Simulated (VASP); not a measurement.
# ZnO (Fm-3m) in VASP: single point with r2SCAN

Aim: the single point of ZnO with r2SCAN.

Everything below comes from runs of VASP 6.6.1. Logs are shortened: lines on timing, memory, paths and dates and some standing lists are left out, and cuts for length are marked.

## (1) The cell of the first run

It takes space group Fm-3m (No. 225, cubic). The conventional cell has a = 4.224 Å, b = 4.224 Å, c = 4.224 Å, α = 90.00°, β = 90.00°, γ = 90.00°. Zn (site symmetry m-3m) has 6 O at 2.11 Å within 2.8 Å. O (site symmetry m-3m) has 6 Zn at 2.11 Å within 2.8 Å.

## (2) Single point, r2SCAN (9.42 Å³/atom)

POSCAR reads:

```
ZnO
1.0
    0.0000000000      2.1122025055      2.1122025055
    2.1122025055      0.0000000000      2.1122025055
    2.1122025055      2.1122025055      0.0000000000
Zn O
1 1
Direct
    0.0000000000      0.0000000000      0.0000000000
    0.5000000000      0.5000000000      0.5000000000
```

INCAR.step1 reads:

```
SYSTEM = ZnO
  PREC = Accurate
  ENCUT = 910
  ISMEAR = 0
  SIGMA = 0.02
  LREAL = .False.
  LASPH = .True.
  NELM = 120
  NBANDS = 16
  GGA = PE
  ALGO = Normal
  EDIFF = 1E-5
  LWAVE = .True.
  LCHARG = .False.
  GGA_COMPAT = .False.
```

INCAR.step2 reads:

```
SYSTEM = ZnO
  PREC = Accurate
  ENCUT = 910
  EDIFF = 1E-6
  ISMEAR = 0
  SIGMA = 0.02
  LREAL = .False.
  LASPH = .True.
  NELM = 120
  ALGO = Normal
  ISIF = 2
  LWAVE = .False.
  LCHARG = .True.
  METAGGA = R2SCAN
  LMIXTAU = .True.
  LELF = .True.
  LVHAR = .True.
  NBANDS = 16
  ISTART = 1
  GGA_COMPAT = .False.
```

KPOINTS reads:

```
regular mesh
0
Gamma
  12 12 12
  0 0 0
```

Potentials or basis: VASP PAW PBE potentials, release 64 (Zn, O_h).

Started as:

```
$ cat potpaw_PBE.64/Zn/POTCAR potpaw_PBE.64/O_h/POTCAR > POTCAR
$ cp INCAR.step1 INCAR
$ mpirun -np 1 vasp_std > vasp.out
$ cp INCAR.step2 INCAR
$ mpirun -np 1 vasp_std > vasp.out
```

OUTCAR:

```text
SYSTEM = ZnO
   PREC = Accurate
   ENCUT = 910
   EDIFF = 1E-6
   ISMEAR = 0
   LREAL = .False.
   LASPH = .True.
   NELM = 120
   ISIF = 2
   METAGGA = R2SCAN
   ISTART = 1

 ion  position               nearest neighbor table
   1  0.000  0.000  0.000-   2 2.11   2 2.11   2 2.11   2 2.11   2 2.11   2 2.11
   2  0.500  0.500  0.500-   1 2.11   1 2.11   1 2.11   1 2.11   1 2.11   1 2.11

  LATTYP: Found a face centered cubic cell.
 ALAT       =     4.2244050110

  Lattice vectors:

 A1 = (   0.0000000000,   2.1122025055,   2.1122025055)
 A2 = (   2.1122025055,   0.0000000000,   2.1122025055)
 A3 = (   2.1122025055,   2.1122025055,   0.0000000000)

Analysis of symmetry for initial positions (statically):
=====================================================================
 Subroutine PRICEL returns:
 Original cell was already a primitive cell.

 Routine SETGRP: Setting up the symmetry group for a
 face centered cubic supercell.

 Subroutine GETGRP returns: Found 48 space group operations
 (whereof 48 operations were pure point group operations)
 out of a pool of 48 trial point group operations.

The static configuration has the point symmetry O_h .

Analysis of symmetry for dynamics (positions and initial velocities):
=====================================================================
 Subroutine PRICEL returns:
 Original cell was already a primitive cell.

 Routine SETGRP: Setting up the symmetry group for a
 face centered cubic supercell.

 Subroutine GETGRP returns: Found 48 space group operations
 (whereof 48 operations were pure point group operations)
 out of a pool of 48 trial point group operations.

The dynamic configuration has the point symmetry O_h .

 Subroutine INISYM returns: Found 48 space group operations
 (whereof 48 operations are pure point group operations),
 and found     1 'primitive' translations

----------------------------------------------------------------------------------------

                                     Primitive cell

  volume of cell :      18.8468

  direct lattice vectors                    reciprocal lattice vectors
     0.000000000  2.112202505  2.112202505    -0.236719727  0.236719727  0.236719727
     2.112202505  0.000000000  2.112202505     0.236719727 -0.236719727  0.236719727
     2.112202505  2.112202505  0.000000000     0.236719727  0.236719727 -0.236719727

  length of vectors
     2.987105430  2.987105430  2.987105430     0.410010594  0.410010594  0.410010594

  position of ions in fractional coordinates (direct lattice)
     0.000000000  0.000000000  0.000000000
     0.500000000  0.500000000  0.500000000

  ion indices of the primitive-cell ions
   primitive index   ion index
                 1           1
                 2           2

----------------------------------------------------------------------------------------

 KPOINTS: regular mesh

Automatic generation of k-mesh.
 Grid dimensions read from file:
 generate k-points for:   12   12   12

 Generating k-lattice:

  Cartesian coordinates                     Fractional coordinates (reciprocal lattice)
    -0.019726644  0.019726644  0.019726644     0.083333333  0.000000000  0.000000000
     0.019726644 -0.019726644  0.019726644     0.000000000  0.083333333  0.000000000
     0.019726644  0.019726644 -0.019726644     0.000000000  0.000000000  0.083333333

  Length of vectors
     0.034167549  0.034167549  0.034167549

  Shift w.r.t. Gamma in fractional coordinates (k-lattice)
     0.000000000  0.000000000  0.000000000

 Subroutine IBZKPT returns following result:
 ===========================================

 Found     72 irreducible k-points:

 Following reciprocal coordinates:
            Coordinates               Weight
  0.000000  0.000000  0.000000      1.000000
  0.083333  0.000000  0.000000      8.000000
  0.166667  0.000000  0.000000      8.000000
  0.250000  0.000000  0.000000      8.000000
  0.333333  0.000000  0.000000      8.000000
  0.416667  0.000000  0.000000      8.000000
[... 16 lines left out ...]
  0.500000  0.166667  0.000000     24.000000
 -0.416667  0.166667  0.000000     24.000000
 [... further k-points ...]
   k-points           NKPTS =     72   k-points in BZ     NKDIM =     72   number of bands    NBANDS=     16
   number of dos      NEDOS =    301   number of ions     NIONS =      2
   total plane-waves  NPLWV =  27000
   dimension x,y,z NGX =    30 NGY =   30 NGZ =   30
   dimension x,y,z NGXF=    60 NGYF=   60 NGZF=   60
   ions per type =               1   1
   NGX,Y,Z   is equivalent  to a cutoff of  16.70, 16.70, 16.70 a.u.
   NGXF,Y,Z  is equivalent  to a cutoff of  33.39, 33.39, 33.39 a.u.
 SYSTEM =  ZnO
   PREC   = accura    normal or accurate (medium, high low for compatibility)
   ISTART =      1    job   : 0-new  1-cont  2-samecut
   ICHARG =      0    charge: 1-file 2-atom 10-const
   ISPIN  =      1    spin polarized calculation?
   LNONCOLLINEAR =      F non collinear calculations
   LSORBIT =      F    spin-orbit coupling
   LASPH  =      T    aspherical Exc in radial PAW
   ENCUT  =  910.0 eV  66.88 Ry    8.18 a.u.   7.35  7.35  7.35*2*pi/ulx,y,z
   NELM   =    120;   NELMIN=  2; NELMDL=  0     # of ELM steps
   EDIFF  = 0.1E-05   stopping-criterion for ELM
   LREAL  =      F    real-space projection
   EDIFFG = 0.1E-04   stopping-criterion for IOM
   NSW    =      0    number of steps for IOM
   IBRION =     -1    ionic relax: 0-MD 1-quasi-New 2-CG
   NFREE  =      0    steps in history (QN), initial steepest desc. (CG)
   ISIF   =      2    stress and relaxation
   ISYM   =      2    0-nonsym 1-usesym 2-fastsym
   POTIM  = 0.5000    time-step for ionic-motion
   TEBEG  =    0.0;   TEEND  =   0.0 temperature during run
   PSTRESS=    0.0 pullay stress
   NELECT =      18.0000    total number of electrons
   NUPDOWN=      -1.0000    fix difference up-down
   EMIN   =  10.00;   EMAX   =-10.00  energy-range for DOS
   EFERMI =   0.00;   METHOD = LEGACY
   ISMEAR =     0;   SIGMA  =   0.02  broadening in eV -4-tet -1-fermi 0-gaus
   EFERMI_NEDOS =   21; number of points for ismear=-14 and -15
   IALGO  =     38    algorithm
   IMIX   =      4    mixing-type and parameters
     AMIX     =   0.40;   BMIX     =  1.00
     AMIX_MAG =   1.60;   BMIX_MAG =  1.00
  volume/ion in A,a.u.               =       9.42        63.59
  Fermi-wavevector in a.u.,A,eV,Ry     =   1.612204  3.046625 35.364306  2.599203
  Thomas-Fermi vector in A             =   2.707472
   LORBIT       =      0    0 simple, 1 ext, 2 COOP (PROOUT), +10 PAW based schemes
   METAGGA = R2SCAN    functional components
   LHFCALC =     F    Hartree Fock is set to
   AEXX    =    0.0000 exact exchange contribution
   IVDW    =     0    specifies the selected vdW correction
   LEPSILON=     F    determine dielectric tensor
   LRPA    =     F    only Hartree local field effects (RPA)
 non-spin polarized calculation
 Gauss-broadening in eV      SIGMA  =   0.02
  energy-cutoff  :      910.00
  volume of cell :       18.85
 maximum number of plane-waves:      1211
 NGX is ok and might be reduce to    30
   NGX = 15   NGY = 15   NGZ = 15

 number of electron      18.0000004 magnetization

 Free energy of the ion-electron system (eV)
  ---------------------------------------------------
  ext. energy  EPLUGINS =         0.00000000
  ---------------------------------------------------
  free energy    TOTEN  =       -17.94607023 eV

  energy without entropy =      -17.94607023  energy(sigma->0) =      -17.94607023

 E-fermi :   3.3509     XC(G=0): -13.3259

 val. band max:        3.1888179207   @ k =   0.5000   0.0000   0.0000
 cond. band min:       4.8899645343   @ k =   0.0000   0.0000   0.0000
 fundamental gap:      1.7011466136
 Fermi energy:         3.3509347699

 k-point     1 :       0.0000    0.0000    0.0000
  band No.  band energies     occupation
      1     -16.7196      2.00000
      2      -1.7773      2.00000
      3      -1.7773      2.00000
      4      -1.7773      2.00000
      5      -1.5760      2.00000
      6      -1.5760      2.00000
[... 8 lines left out ...]
     15      24.3928      0.00000
     16      24.3928      0.00000

 k-point     2 :       0.0833    0.0000    0.0000
  band No.  band energies     occupation
      1     -16.6397      2.00000
      2      -1.8406      2.00000
      3      -1.7895      2.00000
      4      -1.7895      2.00000
      5      -1.6598      2.00000
      6      -1.6598      2.00000
[... 8 lines left out ...]
     15      24.1922      0.00000
     16      24.1922      0.00000

 k-point     3 :       0.1667    0.0000    0.0000
  band No.  band energies     occupation
      1     -16.4131      2.00000
      2      -2.1236      2.00000
      3      -2.0300      2.00000
      4      -2.0300      2.00000
      5      -1.6404      2.00000
      6      -1.6404      2.00000
[... 8 lines left out ...]
     15      24.5175      0.00000
     16      24.5175      0.00000

 k-point     4 :       0.2500    0.0000    0.0000
  band No.  band energies     occupation
      1     -16.0810      2.00000
      2      -2.7956      2.00000
      3      -2.3648      2.00000
      4      -2.3648      2.00000
      5      -1.5425      2.00000
      6      -1.5425      2.00000
[... 8 lines left out ...]
     15      25.5098      0.00000
     16      25.5098      0.00000

 k-point     5 :       0.3333    0.0000    0.0000
  band No.  band energies     occupation
      1     -15.7171      2.00000
      2      -3.6490      2.00000
      3      -2.6567      2.00000
      4      -2.6567      2.00000
      5      -1.4385      2.00000
      6      -1.4385      2.00000
[... 8 lines left out ...]
     15      26.9316      0.00000
     16      26.9316      0.00000

 k-point     6 :       0.4167    0.0000    0.0000
  band No.  band energies     occupation
      1     -15.4252      2.00000
      2      -4.3094      2.00000
      3      -2.8499      2.00000
      4      -2.8499      2.00000
      5      -1.3607      2.00000
      6      -1.3607      2.00000
[... 8 lines left out ...]
     15      28.5458      0.00000
     16      28.5458      0.00000

 k-point     7 :       0.5000    0.0000    0.0000
  band No.  band energies     occupation
      1     -15.3118      2.00000
      2      -4.5547      2.00000
      3      -2.9171      2.00000
      4      -2.9171      2.00000
      5      -1.3319      2.00000
      6      -1.3319      2.00000
[... 8 lines left out ...]
     15      29.5252      0.00000
     16      29.5252      0.00000

 k-point     8 :       0.0833    0.0833    0.0000
  band No.  band energies     occupation
      1     -16.6139      2.00000
      2      -1.8746      2.00000
      3      -1.8073      2.00000
      4      -1.7849      2.00000
      5      -1.7849      2.00000
      6      -1.5618      2.00000
[... 8 lines left out ...]
     15      25.2435      0.00000
     16      25.9034      0.00000

 k-point     9 :       0.1667    0.0833    0.0000
  band No.  band energies     occupation
      1     -16.4389      2.00000
      2      -2.2379      2.00000
      3      -1.9326      2.00000
      4      -1.8627      2.00000
      5      -1.7327      2.00000
      6      -1.5668      2.00000
[... 8 lines left out ...]
     15      25.4231      0.00000
     16      26.5024      0.00000
[... 172 lines left out ...]
 k-point    19 :       0.1667    0.1667    0.0000
  band No.  band energies     occupation
      1     -16.3252      2.00000
      2      -2.5601      2.00000
      3      -1.8892      2.00000
      4      -1.7834      2.00000
      5      -1.7834      2.00000
      6      -1.5229      2.00000
[... 8 lines left out ...]
     15      28.5694      0.00000
     16      28.6445      0.00000

 k-point    20 :       0.2500    0.1667    0.0000
  band No.  band energies     occupation
      1     -16.0930      2.00000
      2      -2.9318      2.00000
      3      -2.0397      2.00000
      4      -1.8880      2.00000
      5      -1.7250      2.00000
      6      -1.4723      2.00000
[... 8 lines left out ...]
     15      28.5481      0.00000
     16      29.0919      0.00000

 k-point    21 :       0.3333    0.1667    0.0000
  band No.  band energies     occupation
      1     -15.7904      2.00000
      2      -3.3136      2.00000
      3      -2.3556      2.00000
      4      -2.1597      2.00000
      5      -1.6324      2.00000
      6      -1.3841      2.00000
[... 8 lines left out ...]
     15      28.5194      0.00000
     16      29.5369      0.00000

 k-point    22 :       0.4167    0.1667    0.0000
  band No.  band energies     occupation
      1     -15.4923      2.00000
      2      -3.7054      2.00000
      3      -2.6910      2.00000
      4      -2.4529      2.00000
      5      -1.5238      2.00000
      6      -1.3195      2.00000
[... 8 lines left out ...]
     15      28.6018      0.00000
     16      30.2478      0.00000

 k-point    23 :       0.5000    0.1667    0.0000
  band No.  band energies     occupation
      1     -15.2891      2.00000
      2      -4.0230      2.00000
      3      -2.8504      2.00000
      4      -2.6811      2.00000
      5      -1.4199      2.00000
      6      -1.3059      2.00000
[... 8 lines left out ...]
     15      28.3853      0.00000
     16      30.0439      0.00000

 k-point    24 :      -0.4167    0.1667    0.0000
  band No.  band energies     occupation
      1     -15.2543      2.00000
      2      -4.1083      2.00000
      3      -2.8131      2.00000
      4      -2.8044      2.00000
      5      -1.3472      2.00000
      6      -1.3471      2.00000
[... 8 lines left out ...]
     15      27.7960      0.00000
     16      28.3560      0.00000

 [... further k-points ...]

------------------------ aborting loop because EDIFF is reached ----------------------------------------

  FORCE on cell =-STRESS in cart. coord.  units (eV):
  Direction    XX          YY          ZZ          XY          YZ          ZX
  --------------------------------------------------------------------------------------
  -------------------------------------------------------------------------------------
  Total        0.8927138      0.8927138      0.8927138     -0.0000000      0.0000000     -0.0000000
  in kB       75.8902847     75.8902847     75.8902847     -0.0000000      0.0000000     -0.0000000
  external PRESSURE =      75.8902847 kB  Pullay stress =       0.0000000 kB

 VOLUME and BASIS-vectors are now :
 -----------------------------------------------------------------------------
  energy-cutoff  :      910.00
  volume of cell :       18.85
      direct lattice vectors                 reciprocal lattice vectors
     0.000000000  2.112202505  2.112202505    -0.236719727  0.236719727  0.236719727
     2.112202505  0.000000000  2.112202505     0.236719727 -0.236719727  0.236719727
     2.112202505  2.112202505  0.000000000     0.236719727  0.236719727 -0.236719727

 POSITION                                       TOTAL-FORCE (eV/Angst)
 -----------------------------------------------------------------------------------
      0.00000      0.00000      0.00000         0.000000      0.000000      0.000000
      2.11220      2.11220      2.11220         0.000000      0.000000     -0.000000
 -----------------------------------------------------------------------------------
    total drift:                                0.000000      0.000000      0.000000

  FREE ENERGIE OF THE ION-ELECTRON SYSTEM (eV)
  ---------------------------------------------------
  free  energy   TOTEN  =       -17.9460702264 eV

  energy  without entropy=      -17.9460702264  energy(sigma->0) =      -17.94607023
```

Run time: 6.2 min. Hardware: 1 thread of AMD EPYC 7R43 (Zen 3), shared host; peak memory 0.17 GiB.

What came out:

```
Free energy            : -17.9461 eV
Pressure               : 7.6 GPa
Band gap on the k mesh : 1.70 eV (least direct gap 3.27 eV)
```

Caveat: the cutoff is under 1.25 times the usual one of these potentials, so pressure, stress and relaxed cells hold a basis-set (Pulay) error; the cell stands under pressure; the PAW data sets were made with another functional, which shifts forces and pressure a little. A k mesh can miss the band edges.
